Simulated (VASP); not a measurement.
# CdSe (NiAs type) (P6_3/mmc) in VASP: further runs

Runs on CdSe (NiAs type). Level: PBE. Tasks: single point, relaxation of cell and atoms.

Program: VASP 6.6.1. These are calculated values, not measurements. Logs are shortened: lines on timing, memory, paths and dates and some standing lists are left out, and cuts for length are marked.

## 1. The cell of the first run

Symmetry: P6_3/mmc, No. 194, hexagonal system. Conventional cell: a = 4.064 Å, b = 4.064 Å, c = 6.702 Å, α = 90.00°, β = 90.00°, γ = 120.00°. Within 3.8 Å of Cd (site symmetry -3m) lie 6 Se at 2.88 Å and 2 Cd at 3.35 Å. Se (site symmetry -6m2) has 6 Cd at 2.88 Å within 3.8 Å.

## 2. Single point, PBE

Contents of INCAR:

```
SYSTEM = CdSe
PREC = Accurate
ENCUT = 520
EDIFF = 1E-6
ISMEAR = -1
SIGMA = 0.08
LREAL = .False.
LASPH = .True.
NELM = 100
ALGO = Normal
ISIF = 2
LWAVE = .False.
LCHARG = .True.
GGA = PE
LELF = .True.
LVHAR = .True.
NBANDS = 26
```

Contents of KPOINTS:

```
regular mesh
0
Gamma
  9 9 5
  0 0 0
```

Contents of POSCAR:

```
CdSe
1.0
    4.0636783708      0.0000000000      0.0000000000
   -2.0318391854      3.5192487019      0.0000000000
    0.0000000000      0.0000000000      6.7018756822
Cd Se
2 2
Direct
    0.0000000000      0.0000000000      0.0000000000
    0.0000000000      0.0000000000      0.5000000000
    0.3333333333      0.6666666667      0.2500000000
    0.6666666667      0.3333333333      0.7500000000
```

Potentials or basis: VASP PAW PBE potentials, release 64 (Cd, Se).

Run with:

```sh
> cat potpaw_PBE.64/Cd/POTCAR potpaw_PBE.64/Se/POTCAR > POTCAR
> mpirun -np 1 vasp_std > vasp.out
```

OUTCAR:

```text
SYSTEM = CdSe
   PREC = Accurate
   ENCUT = 520
   EDIFF = 1E-6
   ISMEAR = -1
   LREAL = .False.
   LASPH = .True.
   NELM = 100
   ISIF = 2
   GGA = PE

 ion  position               nearest neighbor table
   1  0.000  0.000  0.000-   3 2.88   4 2.88   3 2.88   4 2.88   4 2.88   3 2.88   2 3.35   2 3.35

   2  0.000  0.000  0.500-   3 2.88   4 2.88   3 2.88   4 2.88   4 2.88   3 2.88   1 3.35   1 3.35

   3  0.333  0.667  0.250-   1 2.88   2 2.88   1 2.88   2 2.88   1 2.88   2 2.88
   4  0.667  0.333  0.750-   1 2.88   2 2.88   1 2.88   2 2.88   1 2.88   2 2.88

  LATTYP: Found a hexagonal cell.
 ALAT       =     4.0636783708
 C/A-ratio  =     1.6492141037

  Lattice vectors:

 A1 = (   4.0636783708,   0.0000000000,   0.0000000000)
 A2 = (  -2.0318391854,   3.5192487019,   0.0000000000)
 A3 = (   0.0000000000,   0.0000000000,   6.7018756822)

Analysis of symmetry for initial positions (statically):
=====================================================================
 Subroutine PRICEL returns:
 Original cell was already a primitive cell.

 Routine SETGRP: Setting up the symmetry group for a
 hexagonal supercell.

 Subroutine GETGRP returns: Found 24 space group operations
 (whereof 12 operations were pure point group operations)
 out of a pool of 24 trial point group operations.

The static configuration has the point symmetry D_3d.
 The point group associated with its full space group is D_6h.

Analysis of symmetry for dynamics (positions and initial velocities):
=====================================================================
 Subroutine PRICEL returns:
 Original cell was already a primitive cell.

 Routine SETGRP: Setting up the symmetry group for a
 hexagonal supercell.

 Subroutine GETGRP returns: Found 24 space group operations
 (whereof 12 operations were pure point group operations)
 out of a pool of 24 trial point group operations.

The dynamic configuration has the point symmetry D_3d.
 The point group associated with its full space group is D_6h.

 Subroutine INISYM returns: Found 24 space group operations
 (whereof 12 operations are pure point group operations),
 and found     1 'primitive' translations

----------------------------------------------------------------------------------------

                                     Primitive cell

  volume of cell :      95.8442

  direct lattice vectors                    reciprocal lattice vectors
     4.063678371  0.000000000  0.000000000     0.246082467  0.142075779  0.000000000
    -2.031839185  3.519248702  0.000000000     0.000000000  0.284151558  0.000000000
     0.000000000  0.000000000  6.701875682     0.000000000  0.000000000  0.149211959

  length of vectors
     4.063678371  4.063678371  6.701875682     0.284151558  0.284151558  0.149211959

  position of ions in fractional coordinates (direct lattice)
     0.000000000  0.000000000  0.000000000
     0.000000000  0.000000000  0.500000000
     0.333333333  0.666666667  0.250000000
     0.666666667  0.333333333  0.750000000

  ion indices of the primitive-cell ions
   primitive index   ion index
                 1           1
                 2           2
                 3           3
                 4           4

----------------------------------------------------------------------------------------

 KPOINTS: regular mesh

Automatic generation of k-mesh.
 Grid dimensions read from file:
 generate k-points for:    9    9    5

 Generating k-lattice:

  Cartesian coordinates                     Fractional coordinates (reciprocal lattice)
     0.027342496  0.015786198  0.000000000     0.111111111 -0.000000000  0.000000000
     0.000000000  0.031572395  0.000000000     0.000000000  0.111111111  0.000000000
     0.000000000  0.000000000  0.029842392     0.000000000  0.000000000  0.200000000

  Length of vectors
     0.031572395  0.031572395  0.029842392

  Shift w.r.t. Gamma in fractional coordinates (k-lattice)
     0.000000000  0.000000000  0.000000000

 Subroutine IBZKPT returns following result:
 ===========================================

 Found     36 irreducible k-points:

 Following reciprocal coordinates:
            Coordinates               Weight
  0.000000  0.000000  0.000000      1.000000
  0.111111  0.000000  0.000000      6.000000
  0.222222  0.000000  0.000000      6.000000
  0.333333  0.000000  0.000000      6.000000
  0.444444  0.000000  0.000000      6.000000
  0.111111  0.111111  0.000000      6.000000
[... 16 lines left out ...]
  0.333333  0.222222  0.200000     24.000000
  0.333333  0.333333  0.200000      4.000000
 [... further k-points ...]
   k-points           NKPTS =     36   k-points in BZ     NKDIM =     36   number of bands    NBANDS=     26
   number of dos      NEDOS =    301   number of ions     NIONS =      4
   total plane-waves  NPLWV =  45000
   dimension x,y,z NGX =    30 NGY =   30 NGZ =   50
   dimension x,y,z NGXF=    60 NGYF=   60 NGZF=  100
   ions per type =               2   2
   NGX,Y,Z   is equivalent  to a cutoff of  12.27, 12.27, 12.40 a.u.
   NGXF,Y,Z  is equivalent  to a cutoff of  24.55, 24.55, 24.81 a.u.
 SYSTEM =  CdSe
   PREC   = accura    normal or accurate (medium, high low for compatibility)
   ISTART =      0    job   : 0-new  1-cont  2-samecut
   ICHARG =      2    charge: 1-file 2-atom 10-const
   ISPIN  =      1    spin polarized calculation?
   LNONCOLLINEAR =      F non collinear calculations
   LSORBIT =      F    spin-orbit coupling
   LASPH  =      T    aspherical Exc in radial PAW
   ENCUT  =  520.0 eV  38.22 Ry    6.18 a.u.   7.56  7.56 12.46*2*pi/ulx,y,z
   NELM   =    100;   NELMIN=  2; NELMDL= -5     # of ELM steps
   EDIFF  = 0.1E-05   stopping-criterion for ELM
   LREAL  =      F    real-space projection
   EDIFFG = 0.1E-04   stopping-criterion for IOM
   NSW    =      0    number of steps for IOM
   IBRION =     -1    ionic relax: 0-MD 1-quasi-New 2-CG
   NFREE  =      0    steps in history (QN), initial steepest desc. (CG)
   ISIF   =      2    stress and relaxation
   ISYM   =      2    0-nonsym 1-usesym 2-fastsym
   POTIM  = 0.5000    time-step for ionic-motion
   TEBEG  =    0.0;   TEEND  =   0.0 temperature during run
   PSTRESS=    0.0 pullay stress
   NELECT =      36.0000    total number of electrons
   NUPDOWN=      -1.0000    fix difference up-down
   EMIN   =  10.00;   EMAX   =-10.00  energy-range for DOS
   EFERMI =   0.00;   METHOD = LEGACY
   ISMEAR =    -1;   SIGMA  =   0.08  broadening in eV -4-tet -1-fermi 0-gaus
   EFERMI_NEDOS =   21; number of points for ismear=-14 and -15
   IALGO  =     38    algorithm
   IMIX   =      4    mixing-type and parameters
     AMIX     =   0.40;   BMIX     =  1.00
     AMIX_MAG =   1.60;   BMIX_MAG =  1.00
  volume/ion in A,a.u.               =      23.96       161.70
  Fermi-wavevector in a.u.,A,eV,Ry     =   1.181192  2.232129 18.983042  1.395214
  Thomas-Fermi vector in A             =   2.317470
   LORBIT       =      0    0 simple, 1 ext, 2 COOP (PROOUT), +10 PAW based schemes
   GGA     = PE    functional components
   LHFCALC =     F    Hartree Fock is set to
   AEXX    =    0.0000 exact exchange contribution
   IVDW    =     0    specifies the selected vdW correction
   LEPSILON=     F    determine dielectric tensor
   LRPA    =     F    only Hartree local field effects (RPA)
 non-spin polarized calculation
  energy-cutoff  :      520.00
  volume of cell :       95.84
 maximum number of plane-waves:      2613
 NGX is ok and might be reduce to    30
   NGX = 15   NGY = 15   NGZ = 25

 number of electron      36.0000015 magnetization

 Free energy of the ion-electron system (eV)
  ---------------------------------------------------
  ext. energy  EPLUGINS =         0.00000000
  ---------------------------------------------------
  free energy    TOTEN  =       -10.30880795 eV

  energy without entropy =      -10.30504163  energy(sigma->0) =      -10.30692479

 E-fermi :   2.4198     XC(G=0):  -9.9303

 val. band max:        2.1935801141   @ k =   0.2222   0.0000   0.0000
 cond. band min:       2.4651069351   @ k =   0.3333   0.3333   0.0000
 fundamental gap:      0.2715268210
 Fermi energy:         2.4198457293

 k-point     1 :       0.0000    0.0000    0.0000
  band No.  band energies     occupation
      1     -10.6624      2.00000
      2      -9.7914      2.00000
      3      -6.0427      2.00000
      4      -6.0058      2.00000
      5      -6.0058      2.00000
      6      -5.7479      2.00000
[... 18 lines left out ...]
     25      10.0712      0.00000
     26      10.3930      0.00000

 k-point     2 :       0.1111    0.0000    0.0000
  band No.  band energies     occupation
      1     -10.5849      2.00000
      2      -9.7935      2.00000
      3      -6.0388      2.00000
      4      -6.0012      2.00000
      5      -5.9279      2.00000
      6      -5.7592      2.00000
[... 18 lines left out ...]
     25      10.1344      0.00000
     26      10.2025      0.00000

 k-point     3 :       0.2222    0.0000    0.0000
  band No.  band energies     occupation
      1     -10.3747      2.00000
      2      -9.7977      2.00000
      3      -6.0331      2.00000
      4      -5.9991      2.00000
      5      -5.8173      2.00000
      6      -5.7928      2.00000
[... 18 lines left out ...]
     25       9.6679      0.00000
     26       9.6985      0.00000

 k-point     4 :       0.3333    0.0000    0.0000
  band No.  band energies     occupation
      1     -10.1086      2.00000
      2      -9.7969      2.00000
      3      -6.0379      2.00000
      4      -6.0098      2.00000
      5      -5.8862      2.00000
      6      -5.8420      2.00000
[... 18 lines left out ...]
     25       9.6827      0.00000
     26      11.0326      0.00000
[... 496 lines left out ...]
      1      -9.9624      2.00000
      2      -9.8157      2.00000
      3      -6.0053      2.00000
      4      -5.9297      2.00000
      5      -5.8208      2.00000
      6      -5.8204      2.00000
[... 18 lines left out ...]
     25       9.4113      0.00000
     26      10.7382      0.00000

 k-point    23 :       0.3333    0.2222    0.2000
  band No.  band energies     occupation
      1      -9.8335      2.00000
      2      -9.7902      2.00000
      3      -5.9921      2.00000
      4      -5.9390      2.00000
      5      -5.8449      2.00000
      6      -5.7889      2.00000
[... 18 lines left out ...]
     25       9.9749      0.00000
     26      10.6794      0.00000

 k-point    24 :       0.3333    0.3333    0.2000
  band No.  band energies     occupation
      1      -9.7854      2.00000
      2      -9.7854      2.00000
      3      -5.9826      2.00000
      4      -5.8903      2.00000
      5      -5.8903      2.00000
      6      -5.7587      2.00000
[... 18 lines left out ...]
     25      10.1388      0.00000
     26      10.4998      0.00000

 [... further k-points ...]
[... 5 lines left out ...]
  --------------------------------------------------------------------------------------
  -------------------------------------------------------------------------------------
  Total        0.1627992      0.1627992      0.1588774      0.0000000      0.0000000     -0.0000000
  in kB        2.7214305      2.7214305      2.6558717      0.0000000      0.0000000     -0.0000000
  external PRESSURE =       2.6995776 kB  Pullay stress =       0.0000000 kB

 VOLUME and BASIS-vectors are now :
 -----------------------------------------------------------------------------
  energy-cutoff  :      520.00
  volume of cell :       95.84
      direct lattice vectors                 reciprocal lattice vectors
     4.063678371  0.000000000  0.000000000     0.246082467  0.142075779  0.000000000
    -2.031839185  3.519248702  0.000000000     0.000000000  0.284151558  0.000000000
     0.000000000  0.000000000  6.701875682     0.000000000  0.000000000  0.149211959

 POSITION                                       TOTAL-FORCE (eV/Angst)
 -----------------------------------------------------------------------------------
      0.00000      0.00000      0.00000        -0.000000      0.000000      0.000000
      0.00000      0.00000      3.35094        -0.000000      0.000000      0.000000
     -0.00000      2.34617      1.67547         0.000000     -0.000000      0.000000
      2.03184      1.17308      5.02641        -0.000000      0.000000     -0.000000
 -----------------------------------------------------------------------------------
    total drift:                                0.000000      0.000000      0.000000

  FREE ENERGIE OF THE ION-ELECTRON SYSTEM (eV)
  ---------------------------------------------------
  free  energy   TOTEN  =       -10.3088079528 eV

  energy  without entropy=      -10.3050416263  energy(sigma->0) =      -10.30692479
```

It took 36 s on 1 thread of Intel Xeon Platinum 8559C (Emerald Rapids), shared host; peak memory 0.24 GiB.

What came out:

| Property | Result |
| --- | --- |
| Free energy | -10.3088 eV |
| Pressure | 0.3 GPa |
| Band gap on the k mesh | zero (bands 18 and 19 overlap by 0.04 eV) |

Caveat: semilocal functionals underestimate gaps, so a narrow gap can read as zero.

(Part 1 of 2 ends here.)
